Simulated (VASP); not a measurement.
# BN (Imm2) in VASP: a series of runs

BN is run at these levels: PBE; tasks: single point.

Program: VASP 6.6.1. These are calculated values, not measurements. Logs are shortened: lines on timing, memory, paths and dates and some standing lists are left out, and cuts for length are marked.

## 1. The cell of the first run

The structure is orthorhombic, space group Imm2 (No. 44). Conventional cell: a = 2.545 Å, b = 2.583 Å, c = 3.626 Å, α = 90.00°, β = 90.00°, γ = 90.00°. Within 2.1 Å of B (site symmetry mm2) lie 4 N at 1.56 to 1.58 Å. Within 2.1 Å of N (site symmetry mm2) lie 4 B at 1.56 to 1.58 Å.

## 2. Single point, PBE (strain +0.0150 x Voigt [0, 0, 0, 0, 1, 0])

INCAR reads:

```
SYSTEM = BN
PREC     = Accurate       ! precision mode
ENCUT    = 520            ! plane-wave cutoff, eV
EDIFF    = 1E-7           ! SCF threshold, eV
ISMEAR   = 0              ! smearing method
SIGMA    = 0.05           ! smearing width, eV
LREAL    = .FALSE.        ! projectors in reciprocal space
LASPH    = .TRUE.         ! aspherical terms in the spheres
NELM     = 60             ! most SCF steps
ALGO     = Normal         ! electronic algorithm
ISIF     = 2              ! what is computed and relaxed
LWAVE    = .FALSE.        ! write WAVECAR
LCHARG   = .TRUE.         ! write CHGCAR
GGA      = PE             ! functional
LELF     = .TRUE.         ! ELF
LVHAR    = .TRUE.       
NBANDS   = 11             ! bands
```

KPOINTS reads:

```
Automatic mesh
0
G
  12 12 12
  0 0 0
```

POSCAR reads:

```
BN
1.0
    0.0135975075      1.8130010000      1.8130010000
    1.8265985075      0.0000000000      1.8265985075
    1.8130010000      1.8130010000      0.0135975075
B N
1 1
Direct
    0.0000000000      0.0000000000      0.0000000000
    0.7500000000      0.7500000000      0.7500000000
```

Potentials or basis: VASP PAW PBE potentials, release 64 (B, N).

Command:

```bash
$ cat potpaw_PBE.64/B/POTCAR potpaw_PBE.64/N/POTCAR > POTCAR
$ mpirun -np 1 vasp_std > vasp.out
```

OUTCAR:

```text
SYSTEM = BN
   PREC = Accurate
   ENCUT = 520
   EDIFF = 1E-7
   ISMEAR = 0
   LREAL = .FALSE.
   LASPH = .TRUE.
   NELM = 60
   ISIF = 2
   GGA = PE

 ion  position               nearest neighbor table
   1  0.000  0.000  0.000-   2 1.56   2 1.56   2 1.58   2 1.58
   2  0.750  0.750  0.750-   1 1.56   1 1.56   1 1.58   1 1.58

  LATTYP: Found a body centered orthorhombic cell.
 ALAT       =     2.5447408233
 B/A-ratio  =     1.0151133501
 C/A-ratio  =     1.4249003147

  Lattice vectors:

 A1 = (   0.0135975075,  -1.8130010000,   1.8130010000)
 A2 = (  -0.0135975075,  -1.8130010000,  -1.8130010000)
 A3 = (   1.8130010000,   1.8130010000,   0.0135975075)

Analysis of symmetry for initial positions (statically):
=====================================================================
 Subroutine PRICEL returns:
 Original cell was already a primitive cell.

 Routine SETGRP: Setting up the symmetry group for a
 body centered orthorhombic supercell.

 Subroutine GETGRP returns: Found  4 space group operations
 (whereof  4 operations were pure point group operations)
 out of a pool of  8 trial point group operations.

The static configuration has the point symmetry C_2v.

Analysis of symmetry for dynamics (positions and initial velocities):
=====================================================================
 Subroutine PRICEL returns:
 Original cell was already a primitive cell.

 Routine SETGRP: Setting up the symmetry group for a
 body centered orthorhombic supercell.

 Subroutine GETGRP returns: Found  4 space group operations
 (whereof  4 operations were pure point group operations)
 out of a pool of  8 trial point group operations.

The dynamic configuration has the point symmetry C_2v.

 Subroutine INISYM returns: Found  4 space group operations
 (whereof  4 operations are pure point group operations),
 and found     1 'primitive' translations

----------------------------------------------------------------------------------------

                                     Primitive cell

  volume of cell :      11.9179

  direct lattice vectors                    reciprocal lattice vectors
     0.013597507  1.813001000  1.813001000    -0.277869862  0.275785838  0.277869862
     1.826598507  0.000000000  1.826598507     0.273732842 -0.275785838  0.273732842
     1.813001000  1.813001000  0.013597507     0.277869862  0.275785838 -0.277869862

  length of vectors
[... 84 lines left out ...]
   EDIFFG = 0.1E-05   stopping-criterion for IOM
   NSW    =      0    number of steps for IOM
   IBRION =     -1    ionic relax: 0-MD 1-quasi-New 2-CG
   NFREE  =      0    steps in history (QN), initial steepest desc. (CG)
   ISIF   =      2    stress and relaxation
   ISYM   =      2    0-nonsym 1-usesym 2-fastsym
   POTIM  = 0.5000    time-step for ionic-motion
   TEBEG  =    0.0;   TEEND  =   0.0 temperature during run
   PSTRESS=    0.0 pullay stress
   NELECT =       8.0000    total number of electrons
   NUPDOWN=      -1.0000    fix difference up-down
   EMIN   =  10.00;   EMAX   =-10.00  energy-range for DOS
   EFERMI =   0.00;   METHOD = LEGACY
   ISMEAR =     0;   SIGMA  =   0.05  broadening in eV -4-tet -1-fermi 0-gaus
   EFERMI_NEDOS =   21; number of points for ismear=-14 and -15
   IALGO  =     38    algorithm
   IMIX   =      4    mixing-type and parameters
     AMIX     =   0.40;   BMIX     =  1.00
     AMIX_MAG =   1.60;   BMIX_MAG =  1.00
  volume/ion in A,a.u.               =       5.96        40.21
  Fermi-wavevector in a.u.,A,eV,Ry     =   1.433414  2.708759 27.955554  2.054675
  Thomas-Fermi vector in A             =   2.552935
   LORBIT       =      0    0 simple, 1 ext, 2 COOP (PROOUT), +10 PAW based schemes
   GGA     = PE    functional components
   LHFCALC =     F    Hartree Fock is set to
   AEXX    =    0.0000 exact exchange contribution
   IVDW    =     0    specifies the selected vdW correction
   LEPSILON=     F    determine dielectric tensor
   LRPA    =     F    only Hartree local field effects (RPA)
 non-spin polarized calculation
 Gauss-broadening in eV      SIGMA  =   0.05
  energy-cutoff  :      520.00
  volume of cell :       11.92
 maximum number of plane-waves:       332
   NGX =  9   NGY =  9   NGZ =  9

 number of electron       7.9999999 magnetization

 Free energy of the ion-electron system (eV)
  ---------------------------------------------------
  ext. energy  EPLUGINS =         0.00000000
  ---------------------------------------------------
  free energy    TOTEN  =       -17.44730041 eV

  energy without entropy =      -17.44730041  energy(sigma->0) =      -17.44730041

 E-fermi :   7.5819     XC(G=0): -12.7773

 val. band max:        7.3208308502   @ k =   0.0000   0.0000   0.0000
 cond. band min:      11.7279300805   @ k =   0.5000   0.0000   0.5000
 fundamental gap:      4.4070992303
 Fermi energy:         7.5818986399

 k-point     1 :       0.0000    0.0000    0.0000
  band No.  band energies     occupation
      1     -12.8368      2.00000
      2       7.2641      2.00000
      3       7.2891      2.00000
      4       7.3208      2.00000
      5      15.8706      0.00000
      6      16.0073      0.00000
      7      16.2696      0.00000
      8      17.5582      0.00000
      9      31.8738      0.00000
     10      34.9492      0.00000
     11      34.9564      0.00000
[... 309 lines left out ...]
 k-point    24 :       0.3333    0.1667    0.0000
  band No.  band energies     occupation
      1     -10.4695      2.00000
      2       1.2646      2.00000
      3       4.5192      2.00000
      4       4.8310      2.00000
      5      15.2969      0.00000
      6      19.2557      0.00000
      7      19.9493      0.00000
      8      20.1369      0.00000
      9      26.7121      0.00000
     10      33.5459      0.00000
     11      35.2674      0.00000

 [... further k-points ...]
[... 5 lines left out ...]
  --------------------------------------------------------------------------------------
  -------------------------------------------------------------------------------------
  Total       -0.0022064     -0.0102566     -0.0022064      0.0000000      0.0000000     -0.4962473
  in kB       -0.2966130     -1.3788463     -0.2966130      0.0000000      0.0000000    -66.7127740
  external PRESSURE =      -0.6573574 kB  Pullay stress =       0.0000000 kB

 VOLUME and BASIS-vectors are now :
 -----------------------------------------------------------------------------
  energy-cutoff  :      520.00
  volume of cell :       11.92
      direct lattice vectors                 reciprocal lattice vectors
     0.013597507  1.813001000  1.813001000    -0.277869862  0.275785838  0.277869862
     1.826598507  0.000000000  1.826598507     0.273732842 -0.275785838  0.273732842
     1.813001000  1.813001000  0.013597507     0.277869862  0.275785838 -0.277869862

 POSITION                                       TOTAL-FORCE (eV/Angst)
 -----------------------------------------------------------------------------------
      0.00000      0.00000      0.00000        -0.000000     -0.021839     -0.000000
      2.73990      2.71950      2.73990         0.000000      0.021839      0.000000
 -----------------------------------------------------------------------------------
    total drift:                               -0.000000      0.000005     -0.000000

  FREE ENERGIE OF THE ION-ELECTRON SYSTEM (eV)
  ---------------------------------------------------
  free  energy   TOTEN  =       -17.4473004119 eV

  energy  without entropy=      -17.4473004119  energy(sigma->0) =      -17.44730041
```

It took 29 s on 1 thread of Intel Xeon 6975P-C, shared host; peak memory 0.15 GiB.

What came out:

- Free energy: -17.4473 eV
- Pressure: -0.1 GPa
- Largest force: 0.022 eV/Å
- Band gap on the k mesh: 4.41 eV, indirect (least direct gap 8.55 eV)

Forces on the atoms (eV/Å):
```
B    0.000 -0.022  0.000
N    0.000  0.022  0.000
```

Levels at points of the mesh, in eV from the valence-band top:
```tsv
k point	band 2	band 3	band 4	band 5	band 6	band 7
(0.00, 0.00, 0.00)	-0.06	-0.03	0.00	8.55	8.69	8.95
(0.50, 0.00, 0.00)	-10.62	-2.02	-2.00	9.84	10.47	10.70
(0.00, 0.50, 0.00)	-10.65	-1.90	-1.89	10.09	10.61	10.79
(0.50, 0.50, 0.00)	-8.89	-4.89	-4.89	4.42	9.15	17.73
(0.50, 0.00, 0.50)	-8.89	-5.02	-4.75	4.41	9.17	17.73
```

Caveat: the cell differs from its parent crystal (strain +0.0150 x Voigt [0, 0, 0, 0, 1, 0]). A k mesh can miss the band edges.

## 3. Single point, PBE (strain +0.0050 x Voigt [0, 0, 0, 0, 1, 0])

INCAR reads:

```
SYSTEM = BN
ALGO     = Normal         ! electronic algorithm
EDIFF    = 1E-6           ! SCF threshold, eV
ENCUT    = 520            ! plane-wave cutoff, eV
GGA      = PE             ! functional
ISIF     = 2              ! what is computed and relaxed
ISMEAR   = 0              ! smearing method
LASPH    = .TRUE.         ! aspherical terms in the spheres
LCHARG   = .FALSE.        ! write CHGCAR
LREAL    = .FALSE.        ! projectors in reciprocal space
LWAVE    = .FALSE.        ! write WAVECAR
NBANDS   = 11             ! bands
NELM     = 60             ! most SCF steps
PREC     = Accurate       ! precision mode
SIGMA    = 0.05           ! smearing width, eV
```

KPOINTS reads:

```
k-points
0
G
  12 12 12
  0 0 0
```

POSCAR reads:

```
BN
1.0
    0.0045325025      1.8130010000      1.8130010000
    1.8175335025      0.0000000000      1.8175335025
    1.8130010000      1.8130010000      0.0045325025
B N
1 1
Direct
    0.0000000000      0.0000000000      0.0000000000
    0.7500000000      0.7500000000      0.7500000000
```

Potentials or basis: VASP PAW PBE potentials, release 64 (B, N).

Command:

```bash
$ cat potpaw_PBE.64/B/POTCAR potpaw_PBE.64/N/POTCAR > POTCAR
$ mpirun -np 1 vasp_std > vasp.out
```

Run time: 28 s. Hardware: 1 thread of Intel Xeon 6975P-C, shared host; peak memory 0.14 GiB.

The run converged. Its results:

```
Free energy            : -17.4506 eV
Pressure               : -0.2 GPa
Largest force          : 0.007 eV/Å
Band gap on the k mesh : 4.44 eV, indirect (least direct gap 8.70 eV)
```

Forces on the atoms (eV/Å):
```
B    0.000 -0.007  0.000
N    0.000  0.007  0.000
```

Stress tensor (GPa, compression positive):
```
-0.15  0.00 -2.22
 0.00 -0.16  0.00
-2.22  0.00 -0.15
```

Levels at points of the mesh, in eV from the valence-band top:
| k point | band 2 | band 3 | band 4 | band 5 | band 6 | band 7 |
| --- | --- | --- | --- | --- | --- | --- |
| (0.00, 0.00, 0.00) | -0.02 | -0.01 | 0.00 | 8.70 | 8.76 | 8.83 |
| (0.50, 0.00, 0.00) | -10.61 | -1.95 | -1.95 | 9.97 | 10.59 | 10.67 |
| (0.00, 0.50, 0.00) | -10.62 | -1.92 | -1.91 | 10.06 | 10.63 | 10.70 |
| (0.50, 0.50, 0.00) | -8.87 | -4.87 | -4.87 | 4.44 | 9.17 | 17.77 |
| (0.50, 0.00, 0.50) | -8.87 | -4.91 | -4.82 | 4.44 | 9.17 | 17.76 |

Caveat: the cell differs from its parent crystal (strain +0.0050 x Voigt [0, 0, 0, 0, 1, 0]). A k mesh can miss the band edges.
